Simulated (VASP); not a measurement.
# Sb (R-3m) in VASP: phonons with PBE+D3(BJ)

Aim: the phonons of Sb with PBE+D3(BJ).

Program: VASP 6.6.1. These are calculated values, not measurements. Logs are shortened: lines on timing, memory, paths and dates and some standing lists are left out, and cuts for length are marked.

## (1) The cell of the first run

The structure is trigonal, space group R-3m (No. 166). Conventional cell: a = 4.317 Å, b = 4.317 Å, c = 11.018 Å, α = 90.00°, β = 90.00°, γ = 120.00°. Sb (site symmetry 3m) has 6 Sb at 2.94 to 3.27 Å within 3.9 Å.

## (2) Phonons, PBE+D3(BJ)

Input file INCAR:

```
  ALGO = Normal
  EDIFF = 1E-8
  ENCUT = 520
  GGA = PE
  IBRION = 6
  ISIF = 2
  ISMEAR = -1
  IVDW = 12
  LASPH = T
  LCHARG = T
  LREAL = F
  LWAVE = F
  NELM = 80
  NFREE = 2
  NSW = 1
  POTIM = 0.015
  PREC = Accurate
  SIGMA = 0.15
```

Input file KPOINTS:

```
k-points
0
Gamma
  12 12 12
```

Input file POSCAR:

```
Sb
1.0
    2.1583569835      1.2461279854      3.6726609907
   -2.1583569835      1.2461279854      3.6726609907
    0.0000000000     -2.4922559708      3.6726609908
Sb
2
Direct
    0.2371693398      0.2371693398      0.2371693398
    0.7628306602      0.7628306602      0.7628306602
```

Potentials or basis: VASP PAW PBE potentials, release 64 (Sb).

Started as:

```bash
cat potpaw_PBE.64/Sb/POTCAR > POTCAR
mpirun -np 1 vasp_std > vasp.out
```

OUTCAR:

```text
EDIFF = 1E-8
   ENCUT = 520
   GGA = PE
   IBRION = 6
   ISIF = 2
   ISMEAR = -1
   IVDW = 12
   LASPH = T
   LREAL = F
   NELM = 80
   NFREE = 2
   NSW = 1
   POTIM = 0.015
   PREC = Accurate
 IVDW          = 12

 ion  position               nearest neighbor table
   1  0.237  0.237  0.237-   2 2.94   2 2.94   2 2.94   2 3.27   2 3.27   2 3.27
   2  0.763  0.763  0.763-   1 2.94   1 2.94   1 2.94   1 3.27   1 3.27   1 3.27

  LATTYP: Found a trigonal (rhomboedric) cell.
 ALAT       =     4.4384432605
 COS(alpha) =     0.5270500275

  Lattice vectors:

 A1 = (   2.1583569835,   1.2461279854,   3.6726609907)
 A2 = (  -2.1583569835,   1.2461279854,   3.6726609907)
 A3 = (   0.0000000000,  -2.4922559708,   3.6726609908)

Analysis of symmetry for initial positions (statically):
=====================================================================
 Subroutine PRICEL returns:
 Original cell was already a primitive cell.

 Routine SETGRP: Setting up the symmetry group for a
 trigonal (rhombohedral) supercell.

 Subroutine GETGRP returns: Found 12 space group operations
 (whereof 12 operations were pure point group operations)
 out of a pool of 12 trial point group operations.

The static configuration has the point symmetry D_3d.

Analysis of symmetry for dynamics (positions and initial velocities):
=====================================================================
 Subroutine PRICEL returns:
 Original cell was already a primitive cell.

 Routine SETGRP: Setting up the symmetry group for a
 trigonal (rhombohedral) supercell.

 Subroutine GETGRP returns: Found 12 space group operations
 (whereof 12 operations were pure point group operations)
 out of a pool of 12 trial point group operations.

The dynamic configuration has the point symmetry D_3d.

 Subroutine INISYM returns: Found 12 space group operations
 (whereof 12 operations are pure point group operations),
 and found     1 'primitive' translations

----------------------------------------------------------------------------------------

                                     Primitive cell

  volume of cell :      59.2677

  direct lattice vectors                    reciprocal lattice vectors
     2.158356984  1.246127985  3.672660991     0.231657693  0.133747632  0.090760714
    -2.158356984  1.246127985  3.672660991    -0.231657693  0.133747632  0.090760714
     0.000000000 -2.492255971  3.672660991     0.000000000 -0.267495263  0.090760714

  length of vectors
     4.438443261  4.438443261  4.438443261     0.282473402  0.282473402  0.282473402

  position of ions in fractional coordinates (direct lattice)
     0.237169340  0.237169340  0.237169340
     0.762830660  0.762830660  0.762830660

  ion indices of the primitive-cell ions
   primitive index   ion index
                 1           1
                 2           2

----------------------------------------------------------------------------------------

 KPOINTS: k-points

Automatic generation of k-mesh.
 Grid dimensions read from file:
 generate k-points for:   12   12   12

 Generating k-lattice:

  Cartesian coordinates                     Fractional coordinates (reciprocal lattice)
     0.019304808  0.011145636  0.007563393     0.083333333  0.000000000 -0.000000000
    -0.019304808  0.011145636  0.007563393     0.000000000  0.083333333 -0.000000000
     0.000000000 -0.022291272  0.007563393     0.000000000  0.000000000  0.083333333

  Length of vectors
     0.023539450  0.023539450  0.023539450

  Shift w.r.t. Gamma in fractional coordinates (k-lattice)
     0.000000000  0.000000000  0.000000000

 Subroutine IBZKPT returns following result:
 ===========================================

 Found    189 irreducible k-points:

 Following reciprocal coordinates:
[... 38 lines left out ...]
   ISPIN  =      1    spin polarized calculation?
   LNONCOLLINEAR =      F non collinear calculations
   LSORBIT =      F    spin-orbit coupling
   LASPH  =      T    aspherical Exc in radial PAW
   ENCUT  =  520.0 eV  38.22 Ry    6.18 a.u.   8.25  8.25  8.25*2*pi/ulx,y,z
   NELM   =     80;   NELMIN=  2; NELMDL= -5     # of ELM steps
   EDIFF  = 0.1E-07   stopping-criterion for ELM
   LREAL  =      F    real-space projection
   EDIFFG = 0.1E-06   stopping-criterion for IOM
   NSW    =     61    number of steps for IOM
   IBRION =      6    ionic relax: 0-MD 1-quasi-New 2-CG
   NFREE  =      2    steps in history (QN), initial steepest desc. (CG)
   ISIF   =      2    stress and relaxation
   ISYM   =      2    0-nonsym 1-usesym 2-fastsym
   POTIM  = 0.0150    time-step for ionic-motion
   TEBEG  =    0.0;   TEEND  =   0.0 temperature during run
   PSTRESS=    0.0 pullay stress
   NELECT =      10.0000    total number of electrons
   NUPDOWN=      -1.0000    fix difference up-down
   EMIN   =  10.00;   EMAX   =-10.00  energy-range for DOS
   EFERMI =   0.00;   METHOD = LEGACY
   ISMEAR =    -1;   SIGMA  =   0.15  broadening in eV -4-tet -1-fermi 0-gaus
   EFERMI_NEDOS =   21; number of points for ismear=-14 and -15
   IALGO  =     38    algorithm
   IMIX   =      4    mixing-type and parameters
     AMIX     =   0.40;   BMIX     =  1.00
     AMIX_MAG =   1.60;   BMIX_MAG =  1.00
  volume/ion in A,a.u.               =      29.63       199.98
  Fermi-wavevector in a.u.,A,eV,Ry     =   0.904625  1.709494 11.134291  0.818347
  Thomas-Fermi vector in A             =   2.028095
   LORBIT       =      0    0 simple, 1 ext, 2 COOP (PROOUT), +10 PAW based schemes
   GGA     = PE    functional components
   LHFCALC =     F    Hartree Fock is set to
   AEXX    =    0.0000 exact exchange contribution
   IVDW    =    12    specifies the selected vdW correction
   LEPSILON=     F    determine dielectric tensor
   LRPA    =     F    only Hartree local field effects (RPA)
 finite differences with symmetry
 non-spin polarized calculation
  energy-cutoff  :      520.00
  volume of cell :       59.27
 maximum number of plane-waves:      1613
 NGX is ok and might be reduce to    36
   NGX = 17   NGY = 17   NGZ = 17

--------------------------------------- Ionic step        1  -------------------------------------------

 number of electron      10.0000000 magnetization

 Free energy of the ion-electron system (eV)
  ---------------------------------------------------
  ext. energy  EPLUGINS =         0.00000000
  ---------------------------------------------------
  free energy    TOTEN  =        -8.25513329 eV

  energy without entropy =       -8.21523014  energy(sigma->0) =       -8.23518171

------------------------ aborting loop because EDIFF is reached ----------------------------------------

 Edisp (eV)   -0.96402

 E8    (eV) :    -0.4497
[... 151 lines left out ...]
--------------------------------------- Ionic step        5  -------------------------------------------

 number of electron      10.0000000 magnetization

 Free energy of the ion-electron system (eV)
  ---------------------------------------------------
  ext. energy  EPLUGINS =         0.00000000
  ---------------------------------------------------
  free energy    TOTEN  =        -8.25416079 eV

  energy without entropy =       -8.21612364  energy(sigma->0) =       -8.23514222

 E-fermi :   7.3936     XC(G=0):  -9.6253

 val. band max:        7.3445483635   @ k =   0.2500   0.2500   0.1667
 cond. band min:       7.4090838426   @ k =   0.5000   0.5000   0.5000
 fundamental gap:      0.0645354791
 Fermi energy:         7.3935909094

 k-point     1 :       0.0000    0.0000    0.0000
  band No.  band energies     occupation
      1      -5.2971      2.00000
      2       2.8168      2.00000
      3       5.4924      1.99999
      4       5.6481      1.99998
      5       5.6481      1.99998
      6       9.8554      0.00000
      7      10.3254      0.00000
      8      10.3254      0.00000
      9      12.4102      0.00000
[... 265 lines left out ...]
 k-point    24 :      -0.4167    0.1667    0.0000
  band No.  band energies     occupation
      1      -2.7195      2.00000
      2      -2.0469      2.00000
      3       3.7729      2.00000
      4       5.3258      2.00000
      5       5.7783      1.99996
      6       8.4065      0.00233
      7       8.8576      0.00012
      8      10.6381      0.00000
      9      14.1267      0.00000

 [... further k-points ...]

------------------------ aborting loop because EDIFF is reached ----------------------------------------

 Edisp (eV)   -0.96404

 E8    (eV) :    -0.4498
[... 25 lines left out ...]
  FREE ENERGIE OF THE ION-ELECTRON SYSTEM (eV)
  ---------------------------------------------------
  free  energy   TOTEN  =        -9.2182033290 eV

  energy  without entropy=       -9.1801661823  energy(sigma->0) =       -9.19918476

 INTERNAL STRAIN TENSORS FROM DISPLACED ATOMS
 ============================================

 INTERNAL STRAIN TENSOR FOR ION    1 for displacements in x,y,z  (eV/Angst):
          X           Y           Z          XY          YZ          ZX
  --------------------------------------------------------------------------------
  x     0.00000     0.00000    -0.00000     1.33429     0.00000    -3.42092
  y     1.33429    -1.33429     0.00000    -0.00000    -3.42092     0.00000
  z    -4.00775    -4.00775    -5.40539     0.00000     0.00000     0.00000

 INTERNAL STRAIN TENSOR FOR ION    2 for displacements in x,y,z  (eV/Angst):
          X           Y           Z          XY          YZ          ZX
  --------------------------------------------------------------------------------
  x     0.00000     0.00000     0.00000    -1.33429    -0.00000     3.42092
  y    -1.33429     1.33429    -0.00000     0.00000     3.42092    -0.00000
  z     4.00775     4.00775     5.40539     0.00000    -0.00000    -0.00000

 Eigenvectors and eigenvalues of the dynamical matrix
 ----------------------------------------------------

   1 f  =    3.853458 THz    24.211993 2PiTHz  128.537535 cm-1    15.936616 meV
             X         Y         Z           dx          dy          dz
      0.000000  0.000000  2.613128     0.000000    0.000000   -0.707107
      0.000000  0.000000  8.404855    -0.000000   -0.000000    0.707107
[... 11 lines left out ...]
   4 f  =    0.000000 THz     0.000000 2PiTHz    0.000001 cm-1     0.000000 meV
             X         Y         Z           dx          dy          dz
      0.000000  0.000000  2.613128    -0.000000    0.406511    0.578575
      0.000000  0.000000  8.404855    -0.000000    0.406511    0.578575

   5 f/i=    0.000000 THz     0.000000 2PiTHz    0.000001 cm-1     0.000000 meV
             X         Y         Z           dx          dy          dz
      0.000000  0.000000  2.613128     0.707107   -0.000001    0.000001
      0.000000  0.000000  8.404855     0.707107   -0.000001    0.000001

   6 f/i=    0.000000 THz     0.000000 2PiTHz    0.000001 cm-1     0.000000 meV
             X         Y         Z           dx          dy          dz
      0.000000  0.000000  2.613128    -0.000001   -0.578575    0.406511
      0.000000  0.000000  8.404855    -0.000001   -0.578575    0.406511

 ELASTIC MODULI CONTR FROM IONIC RELAXATION (kBar)
 Direction    XX          YY          ZZ          XY          YZ          ZX
 --------------------------------------------------------------------------------
 XX        -147.1406    -87.6517   -158.3364     -0.0000     76.2604      0.0000
 YY         -87.6517   -147.1406   -158.3364      0.0000    -76.2604     -0.0000
 ZZ        -158.3364   -158.3364   -213.5539      0.0000      0.0000     -0.0000
 XY          -0.0000      0.0000      0.0000    -29.7445      0.0000     76.2603
 YZ          76.2604    -76.2604      0.0000      0.0000   -195.5200     -0.0000
 ZX           0.0000     -0.0000     -0.0000     76.2603     -0.0000   -195.5199
 --------------------------------------------------------------------------------
```

Run time: 14 min. Hardware: 1 thread of Intel Xeon 8259CL, shared host; peak memory 0.76 GiB.

Results:

```yaml
Highest_phonon_frequency_at_Γ: 129 cm⁻¹
Dispersion_energy_per_atom: -0.482 eV
```

Phonon frequencies in cm⁻¹ (negative: imaginary):
| q point | frequencies |
| --- | --- |
| (0.000, 0.000, 0.000) | 0 0 0 85 85 129 |

Caveat: spin-orbit coupling is left out, which moves the levels of the heavy elements.
